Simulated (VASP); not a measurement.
A run of VASP 6.6.1 is set up as follows.

File INCAR:

```
  PREC = Accurate
  ENCUT = 520
  EDIFF = 1E-6
  ISMEAR = 0
  SIGMA = 0.1
  LREAL = False
  LASPH = True
  NELM = 80
  ALGO = Normal
  ISIF = 2
  LWAVE = False
  LCHARG = False
  GGA = PE
  NBANDS = 72
```

Contents of KPOINTS:

```
regular mesh
0
Gamma
  6 6 1
```

POSCAR

```
Sn5GeSe6
1.0
    4.2242795327      0.0000000000      0.0000000000
   -2.1121397664      3.6583333880      0.0000000000
    0.0000000000      0.0000000000     20.8006972904
Sn Ge Se
5 1 6
Direct
    0.3333333333      0.6666666667      0.8295806632
    0.6666666667      0.3333333333      0.6590470552
    0.3333333333      0.6666666667      0.3409529448
    0.6666666667      0.3333333333      0.1704193368
    0.0000000000      0.0000000000      0.0000000000
    0.0000000000      0.0000000000      0.5000000000
    0.0000000000      0.0000000000      0.7443909728
    0.3333333333      0.6666666667      0.5740815241
    0.6666666667      0.3333333333      0.4259184759
    0.0000000000      0.0000000000      0.2556090272
    0.3333333333      0.6666666667      0.0851755580
    0.6666666667      0.3333333333      0.9148244420
```

Potentials or basis: VASP PAW PBE potentials, release 64 (Sn_d, Ge_d, Se).

Launch:

```bash
$ cat potpaw_PBE.64/Sn_d/POTCAR potpaw_PBE.64/Ge_d/POTCAR potpaw_PBE.64/Se/POTCAR > POTCAR
$ mpirun -np 1 vasp_std > vasp.out
```

**Question.** Predict the band gap on the k mesh.

**Answer.** 0.43 eV (least direct gap 0.46 eV).

**Question.** Estimate the largest force.

**Answer.** 0.012 eV/Å.

**Question.** What does it give for the pressure?

**Answer.** 0.0 GPa.

Forces on the atoms (eV/Å):
```
Sn   0.000  0.000  0.012
Sn   0.000  0.000  0.009
Sn   0.000  0.000 -0.009
Sn   0.000  0.000 -0.012
Sn   0.000  0.000  0.000
Ge   0.000  0.000  0.000
Se   0.000  0.000 -0.009
Se   0.000  0.000 -0.002
Se   0.000  0.000  0.002
Se   0.000  0.000  0.009
Se   0.000  0.000  0.006
Se   0.000  0.000 -0.006
```

Caveat: spin-orbit coupling is left out, which moves the levels of the heavy elements; an odd mesh through Γ misses points on the zone boundary, where band edges can lie.
